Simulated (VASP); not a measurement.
Here is a VASP 6.6.1 calculation.

The input INCAR:

```
ALGO = Normal
EDIFF = 1E-6
ENCUT = 520
GGA = PE
ISIF = 2
ISMEAR = 0
LASPH = True
LCHARG = True
LELF = True
LREAL = False
LVHAR = True
LWAVE = False
NBANDS = 16
NELM = 80
PREC = Accurate
SIGMA = 0.15
```

The input KPOINTS:

```
k-points
0
Gamma
  16 16 16
```

Contents of POSCAR:

```
CoSi2
1.0
    0.0000000000      2.5459421067      2.6799390597
    2.5459421067      0.0000000000      2.6799390597
    2.5459421067      2.5459421067      0.0000000000
Co Si
1 2
Direct
    0.0000000000      0.0000000000      0.0000000000
    0.2500000000      0.2500000000      0.2500000000
    0.7500000000      0.7500000000      0.7500000000
```

Potentials or basis: VASP PAW PBE potentials, release 64 (Co, Si).

Launch:

```console
$ cat potpaw_PBE.64/Co/POTCAR potpaw_PBE.64/Si/POTCAR > POTCAR
$ mpirun -np 1 vasp_std > vasp.out
```

(1) Estimate the pressure.

## Answers

(1) 23.2 GPa.

Caveat: the cell differs from its parent crystal (strain -0.050 along x and y, +0.000 along z).
